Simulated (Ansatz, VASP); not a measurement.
## Ti3Al: VASP beside Ansatz

```
Ti Al
1.0
     2.92974    0.00000    0.00000
    -1.46487    2.53723    0.00000
     0.00000    0.00000    9.23153
Ti Al
3 1
Direct
  0.58380 0.24454 0.00000
  0.35950 0.69470 0.75046
  0.35950 0.69470 0.24954
  0.72084 0.39139 0.50000
```

Change from the starting cell: mode 4 frozen in at -0.113 Å and mode 5 at -0.225 Å (largest displacements).

Alike in both runs: task single point; functional PBE; k mesh 15 × 15 × 6; occupations gaussian, width 0.15 eV; no spin polarisation.

|  | VASP | Ansatz |
| --- | --- | --- |
| version | VASP 6.6.1 | Ansatz 0.2.0 |
| potentials or method | VASP PAW PBE potentials, release 64 (Ti_sv, Al), cutoff 520 eV | scalar-relativistic, plane waves, PAW |
| valence electrons in the cell | 39 | 39 |

Ansatz gave:

```
gap on the k mesh at the Fermi level (eV)                     : none
pressure (GPa)                                                : -0.1
traceless stress, the component that is largest in VASP (GPa) : -1.71
rms of the force components (eV/Å)                            : 0.164
```

Task: What did VASP give for the same quantities?

Result: gap on the k mesh at the Fermi level (eV): none; pressure (GPa): -0.3; traceless stress, the component that is largest in VASP (GPa): -1.71; rms of the force components (eV/Å): 0.164.

Atom by atom the forces differ by 0.002 eV/Å (rms over components). A gap of «none» marks a metal or a gap that the smearing closes.
